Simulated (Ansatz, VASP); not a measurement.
**Two plane-wave programs on Si4Se3**

```
Si Se
1.0
    -4.06337    4.06337    4.06337
     4.06337   -4.06337    4.06337
     4.06337    4.06337   -4.06337
Si Se
8 6
Direct
  0.34014 0.50000 0.00000
  0.50000 0.00000 0.34014
  0.84014 0.50000 0.00000
  0.00000 0.84014 0.50000
  0.15986 0.15986 0.15986
  0.50000 0.00000 0.84014
  0.65986 0.65986 0.65986
  0.00000 0.34014 0.50000
  0.75000 0.87500 0.12500
  0.37500 0.25000 0.62500
  0.12500 0.75000 0.87500
  0.87500 0.12500 0.75000
  0.25000 0.62500 0.37500
  0.62500 0.37500 0.25000
```

Alike in both runs: functional PBE; k mesh 3 × 3 × 3; occupations gaussian, width 0.2 eV; no spin polarisation.

Ansatz relaxed the structure, and its values are those at the end. VASP's run is a single point on that final structure, the one shown.

|  | VASP | Ansatz |
| --- | --- | --- |
| version | VASP 6.6.1 | Ansatz 0.2.0 |
| potentials or method | VASP PAW PBE potentials, release 64 (Si, Se), cutoff 500 eV | scalar-relativistic, plane waves, PAW |
| valence electrons in the cell | 68 | 128 |

```csv
,VASP,Ansatz,Ansatz less VASP
gap on the k mesh at the Fermi level (eV),0.14,0.14,-0.001
least direct gap on the mesh (eV),0.40,0.40,-0.001
pressure (GPa),0.3,0.2,-0.03
rms of the force components (eV/Å),0.033,0.033,-0.0003
```

VASP's potentials hold 68 valence electrons a cell and Ansatz's 128, so a difference there can come from the potentials and not from the codes.
